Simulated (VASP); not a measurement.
# Al2Cu in VASP: relaxation of cell and atoms with PBEsol

Aim: the relaxation of cell and atoms of Al2Cu with PBEsol.

Everything below comes from runs of VASP 6.6.1. Logs are shortened: lines on timing, memory, paths and dates and some standing lists are left out, and cuts for length are marked.

## Step 1: The cell of the first run

The typed cell holds 3 atoms: a = 4.062 Å, b = 4.062 Å, c = 4.062 Å, α = 120.00°, β = 120.00°, γ = 90.00°.

## Step 2: Relaxation of cell and atoms, PBEsol, target pressure -1 GPa, at which the enthalpy is minimised

Input file INCAR:

```
SYSTEM = Al2Cu
PREC = Accurate ; ENCUT = 600
EDIFF = 1E-6 ; ISMEAR = 0
SIGMA = 0.1 ; LREAL = .FALSE.
LASPH = .TRUE. ; NELM = 100
ALGO = Fast ; ISIF = 3
LWAVE = .FALSE. ; LCHARG = .FALSE.
GGA = PS ; IBRION = 2
NSW = 70 ; EDIFFG = -0.008
PSTRESS = -10.0
```

Input file KPOINTS:

```
Automatic mesh
0
G
  14 14 14
  0 0 0
```

Input file POSCAR:

```
Al2Cu
1.0
   -2.0312572578      2.0312572578      2.8723830087
    2.0312572578     -2.0312572578      2.8723830087
    2.0312572578      2.0312572578     -2.8723830087
Al Cu
2 1
Direct
    0.7500000000      0.2500000000      0.5000000000
    0.2500000000      0.7500000000      0.5000000000
    0.5000000000      0.5000000000      0.0000000000
```

Potentials or basis: VASP PAW PBE potentials, release 64 (Al, Cu).

The run is started by

```console
$ cat potpaw_PBE.64/Al/POTCAR potpaw_PBE.64/Cu/POTCAR > POTCAR
$ mpirun -np 1 vasp_std > vasp.out
```

OUTCAR:

```text
SYSTEM = Al2Cu
   PREC = Accurate
   ENCUT = 600
   EDIFF = 1E-6
   ISMEAR = 0
   LREAL = .FALSE.
   LASPH = .TRUE.
   NELM = 100
   ISIF = 3
   GGA = PS
   IBRION = 2
   NSW = 70
   EDIFFG = -0.008
   PSTRESS = -10.0

 ion  position               nearest neighbor table
   1  0.750  0.250  0.500-   3 2.49   3 2.49   3 2.49   3 2.49   2 2.87   2 2.87   2 2.87   2 2.87
                             2 2.87   2 2.87
   2  0.250  0.750  0.500-   3 2.49   3 2.49   3 2.49   3 2.49   1 2.87   1 2.87   1 2.87   1 2.87
                             1 2.87   1 2.87
   3  0.500  0.500  0.000-   2 2.49   1 2.49   1 2.49   2 2.49   1 2.49   2 2.49   2 2.49   1 2.49

  LATTYP: Found a body centered tetragonal cell.
 ALAT       =     4.0625145156
 C/A-ratio  =     1.4140911978

  Lattice vectors:

 A1 = (  -2.0312572578,   2.0312572578,   2.8723830087)
 A2 = (   2.0312572578,  -2.0312572578,   2.8723830087)
 A3 = (   2.0312572578,   2.0312572578,  -2.8723830087)

Analysis of symmetry for initial positions (statically):
=====================================================================
 Subroutine PRICEL returns:
 Original cell was already a primitive cell.

 Routine SETGRP: Setting up the symmetry group for a
 body centered tetragonal supercell.

 Subroutine GETGRP returns: Found 16 space group operations
 (whereof 16 operations were pure point group operations)
 out of a pool of 16 trial point group operations.

The static configuration has the point symmetry D_4h.

Analysis of symmetry for dynamics (positions and initial velocities):
=====================================================================
 Subroutine PRICEL returns:
 Original cell was already a primitive cell.

 Routine SETGRP: Setting up the symmetry group for a
 body centered tetragonal supercell.

 Subroutine GETGRP returns: Found 16 space group operations
 (whereof 16 operations were pure point group operations)
 out of a pool of 16 trial point group operations.

The dynamic configuration has the point symmetry D_4h.

 Subroutine INISYM returns: Found 16 space group operations
 (whereof 16 operations are pure point group operations),
 and found     1 'primitive' translations

----------------------------------------------------------------------------------------

                                     Primitive cell

  volume of cell :      47.4059

  direct lattice vectors                    reciprocal lattice vectors
    -2.031257258  2.031257258  2.872383009     0.000000000  0.246152967  0.174071493
     2.031257258 -2.031257258  2.872383009     0.246152967  0.000000000  0.174071493
     2.031257258  2.031257258 -2.872383009     0.246152967  0.246152967  0.000000000

  length of vectors
     4.062338765  4.062338765  4.062338765     0.301483279  0.301483279  0.348112864

  position of ions in fractional coordinates (direct lattice)
     0.750000000  0.250000000  0.500000000
     0.250000000  0.750000000  0.500000000
     0.500000000  0.500000000  0.000000000

  ion indices of the primitive-cell ions
   primitive index   ion index
                 1           1
                 2           2
                 3           3

----------------------------------------------------------------------------------------

 KPOINTS: Automatic mesh

Automatic generation of k-mesh.
 Grid dimensions read from file:
 generate k-points for:   14   14   14

 Generating k-lattice:

  Cartesian coordinates                     Fractional coordinates (reciprocal lattice)
     0.000000000  0.017582355  0.012433678     0.071428571  0.000000000 -0.000000000
     0.017582355  0.000000000  0.012433678     0.000000000  0.071428571 -0.000000000
     0.017582355  0.017582355  0.000000000     0.000000000  0.000000000  0.071428571

  Length of vectors
     0.021534520  0.021534520  0.024865205

  Shift w.r.t. Gamma in fractional coordinates (k-lattice)
     0.000000000  0.000000000  0.000000000

 Subroutine IBZKPT returns following result:
 ===========================================

 Found    244 irreducible k-points:

 Following reciprocal coordinates:
            Coordinates               Weight
  0.000000  0.000000  0.000000      1.000000
  0.071429  0.000000  0.000000      8.000000
  0.142857  0.000000 -0.000000      8.000000
  0.214286  0.000000 -0.000000      8.000000
  0.285714  0.000000 -0.000000      8.000000
  0.357143  0.000000 -0.000000      8.000000
[... 16 lines left out ...]
  0.214286  0.142857 -0.000000     16.000000
  0.285714  0.142857 -0.000000     16.000000
 [... further k-points ...]
   k-points           NKPTS =    244   k-points in BZ     NKDIM =    244   number of bands    NBANDS=     12
   number of dos      NEDOS =    301   number of ions     NIONS =      3
   total plane-waves  NPLWV =  32768
   dimension x,y,z NGX =    32 NGY =   32 NGZ =   32
   dimension x,y,z NGXF=    64 NGYF=   64 NGZF=   64
   ions per type =               2   1
   NGX,Y,Z   is equivalent  to a cutoff of  13.10, 13.10, 13.10 a.u.
   NGXF,Y,Z  is equivalent  to a cutoff of  26.19, 26.19, 26.19 a.u.
 SYSTEM =  Al2Cu
   PREC   = accura    normal or accurate (medium, high low for compatibility)
   ISTART =      0    job   : 0-new  1-cont  2-samecut
   ICHARG =      2    charge: 1-file 2-atom 10-const
   ISPIN  =      1    spin polarized calculation?
   LNONCOLLINEAR =      F non collinear calculations
   LSORBIT =      F    spin-orbit coupling
   LASPH  =      T    aspherical Exc in radial PAW
   ENCUT  =  600.0 eV  44.10 Ry    6.64 a.u.   8.11  8.11  8.11*2*pi/ulx,y,z
   NELM   =    100;   NELMIN=  2; NELMDL= -5     # of ELM steps
   EDIFF  = 0.1E-05   stopping-criterion for ELM
   LREAL  =      F    real-space projection
   EDIFFG = -.8E-02   stopping-criterion for IOM
   NSW    =     70    number of steps for IOM
   IBRION =      2    ionic relax: 0-MD 1-quasi-New 2-CG
   NFREE  =      1    steps in history (QN), initial steepest desc. (CG)
   ISIF   =      3    stress and relaxation
   ISYM   =      2    0-nonsym 1-usesym 2-fastsym
   POTIM  = 0.5000    time-step for ionic-motion
   TEBEG  =    0.0;   TEEND  =   0.0 temperature during run
   PSTRESS=  -10.0 pullay stress
   NELECT =      17.0000    total number of electrons
   NUPDOWN=      -1.0000    fix difference up-down
   EMIN   =  10.00;   EMAX   =-10.00  energy-range for DOS
   EFERMI =   0.00;   METHOD = LEGACY
   ISMEAR =     0;   SIGMA  =   0.10  broadening in eV -4-tet -1-fermi 0-gaus
   EFERMI_NEDOS =   21; number of points for ismear=-14 and -15
   IALGO  =     68    algorithm
   IMIX   =      4    mixing-type and parameters
     AMIX     =   0.40;   BMIX     =  1.00
     AMIX_MAG =   1.60;   BMIX_MAG =  1.00
  volume/ion in A,a.u.               =      15.80       106.64
  Fermi-wavevector in a.u.,A,eV,Ry     =   1.163091  2.197924 18.405702  1.352781
  Thomas-Fermi vector in A             =   2.299645
   LORBIT       =      0    0 simple, 1 ext, 2 COOP (PROOUT), +10 PAW based schemes
   GGA     = PS    functional components
   LHFCALC =     F    Hartree Fock is set to
   AEXX    =    0.0000 exact exchange contribution
   IVDW    =     0    specifies the selected vdW correction
   LEPSILON=     F    determine dielectric tensor
   LRPA    =     F    only Hartree local field effects (RPA)
 conjugate gradient relaxation of ions
 non-spin polarized calculation
 RMM-DIIS sequential band-by-band and
 Gauss-broadening in eV      SIGMA  =   0.10
  energy-cutoff  :      600.00
  volume of cell :       47.41
 maximum number of plane-waves:      1600
   NGX = 17   NGY = 17   NGZ = 17

 number of electron      17.0000008 magnetization

 Free energy of the ion-electron system (eV)
  ---------------------------------------------------
  ext. energy  EPLUGINS =         0.00000000
  ---------------------------------------------------
  free energy    TOTEN  =       -13.01453718 eV

  energy without entropy =      -13.00940349  energy(sigma->0) =      -13.01197033

 E-fermi :   7.0091     XC(G=0): -10.5942

 val. band max:        6.9935857678   @ k =  -0.2857   0.1429   0.0000
 cond. band min:       7.0298100755   @ k =   0.1429   0.0000  -0.0000
 fundamental gap:      0.0362243077
 Fermi energy:         7.0090690556

 k-point     1 :       0.0000    0.0000    0.0000
  band No.  band energies     occupation
      1      -3.2399      2.00000
      2       2.4138      2.00000
      3       2.4139      2.00000
      4       2.4139      2.00000
      5       2.9783      2.00000
      6       2.9785      2.00000
      7       9.9038      0.00000
      8       9.9038      0.00000
      9       9.9044      0.00000
     10       9.9360      0.00000
     11       9.9368      0.00000
     12       9.9376      0.00000

 k-point     2 :       0.0714    0.0000    0.0000
  band No.  band energies     occupation
      1      -3.1712      2.00000
      2       2.3915      2.00000
      3       2.4246      2.00000
      4       2.4247      2.00000
      5       2.9755      2.00000
      6       2.9756      2.00000
      7       8.5083      0.00000
      8       9.3427      0.00000
      9       9.3428      0.00000
     10      10.5532      0.00000
     11      10.5536      0.00000
     12      10.6022      0.00000

 k-point     3 :       0.1429    0.0000   -0.0000
  band No.  band energies     occupation
      1      -2.9660      2.00000
      2       2.3231      2.00000
      3       2.4538      2.00000
      4       2.4539      2.00000
      5       2.9695      2.00000
      6       2.9697      2.00000
      7       7.0298      0.76928
      8       8.8444      0.00000
      9       8.8446      0.00000
     10      10.6321      0.00000
     11      11.0923      0.00000
     12      11.0929      0.00000
[... 286 lines left out ...]
 k-point    23 :       0.2143    0.1429   -0.0000
  band No.  band energies     occupation
      1      -2.0899      2.00000
      2       2.0554      2.00000
      3       2.4909      2.00000
      4       2.5735      2.00000
      5       2.9059      2.00000
      6       3.0251      2.00000
      7       4.9588      2.00000
      8       5.9858      2.00000
      9       8.5616      0.00000
     10      10.5018      0.00000
     11      10.5749      0.00000
     12      11.7710      0.00000

 k-point    24 :       0.2857    0.1429   -0.0000
  band No.  band energies     occupation
      1      -1.5456      2.00000
      2       1.7986      2.00000
      3       2.4922      2.00000
      4       2.6104      2.00000
      5       2.9201      2.00000
      6       3.0400      2.00000
      7       3.9287      2.00000
      8       5.8450      2.00000
      9       7.9533      0.00000
     10       9.9794      0.00000
     11      10.6154      0.00000
     12      11.8261      0.00000

 [... further k-points ...]
[... 5 lines left out ...]
  --------------------------------------------------------------------------------------
  -------------------------------------------------------------------------------------
  Total       -0.2754361     -0.2754361     -0.2730547      0.0000000     -0.0000000     -0.0000000
  in kB       -9.3089174     -9.3089174     -9.2284339      0.0000000     -0.0000000     -0.0000000
  external PRESSURE =       0.7179104 kB  Pullay stress =     -10.0000000 kB

 VOLUME and BASIS-vectors are now :
 -----------------------------------------------------------------------------
  energy-cutoff  :      600.00
  volume of cell :       47.41
      direct lattice vectors                 reciprocal lattice vectors
    -2.031257258  2.031257258  2.872383009     0.000000000  0.246152967  0.174071493
     2.031257258 -2.031257258  2.872383009     0.246152967  0.000000000  0.174071493
     2.031257258  2.031257258 -2.872383009     0.246152967  0.246152967  0.000000000

 POSITION                                       TOTAL-FORCE (eV/Angst)
 -----------------------------------------------------------------------------------
      0.00000      2.03126      1.43619         0.000000     -0.000000     -0.000000
      2.03126      0.00000      1.43619         0.000000      0.000000      0.000000
      0.00000      0.00000      2.87238        -0.000000      0.000000     -0.000000
 -----------------------------------------------------------------------------------
    total drift:                               -0.000000      0.000000     -0.000000

  FREE ENERGIE OF THE ION-ELECTRON SYSTEM (eV)
  ---------------------------------------------------
  free  energy   TOTEN  =       -13.0145371755 eV

  energy  without entropy=      -13.0094034892  energy(sigma->0) =      -13.01197033

  enthalpy is  TOTEN    =       -13.3104212688 eV   P V=       -0.2958840933

 reached required accuracy - stopping structural energy minimisation
```

It took 56 s on 1 thread of Intel Xeon 6975P-C (Granite Rapids), shared host; peak memory 0.32 GiB.

Results:

| Property | Result |
| --- | --- |
| Free energy | -13.0145 eV |
| Pressure after relaxing | -0.9 GPa |

Final structure:
```cif
data_structure
_symmetry_space_group_name_H-M 'P 1'
_symmetry_Int_Tables_number 1
_cell_length_a 4.0623
_cell_length_b 4.0623
_cell_length_c 4.0623
_cell_angle_alpha 119.997
_cell_angle_beta 119.997
_cell_angle_gamma 90.005
_cell_volume 47.41
loop_
_atom_site_label
_atom_site_type_symbol
_atom_site_fract_x
_atom_site_fract_y
_atom_site_fract_z
_atom_site_occupancy
Al1 Al 0.75000 0.25000 0.50000 1
Al2 Al 0.25000 0.75000 0.50000 1
Cu1 Cu 0.50000 0.50000 0.00000 1
```

Levels at points of the mesh, in eV from the Fermi level:
| k point | band 5 | band 6 | band 7 | band 8 | band 9 | band 10 | band 11 | band 12 |
| --- | --- | --- | --- | --- | --- | --- | --- | --- |
| (0.00, 0.00, 0.00) | -4.03 | -4.03 | 2.89 | 2.89 | 2.90 | 2.93 | 2.93 | 2.93 |
| (0.50, 0.00, 0.00) | -3.99 | -3.97 | -3.97 | 0.61 | 0.61 | 2.92 | 2.93 | 4.33 |
| (0.50, 0.50, 0.00) | -4.10 | -3.87 | -3.76 | -1.99 | -1.99 | 0.35 | 1.49 | 9.02 |
| (0.50, 0.50, 0.50) | -4.10 | -3.87 | -3.76 | -1.99 | -1.99 | 0.35 | 1.49 | 9.02 |

Caveat: the relaxation stopped at its first step, so nothing moved; the cell is relaxed towards a set pressure, so the enthalpy falls and the energy may rise; the PAW data sets were made with another functional, which shifts forces and pressure a little.
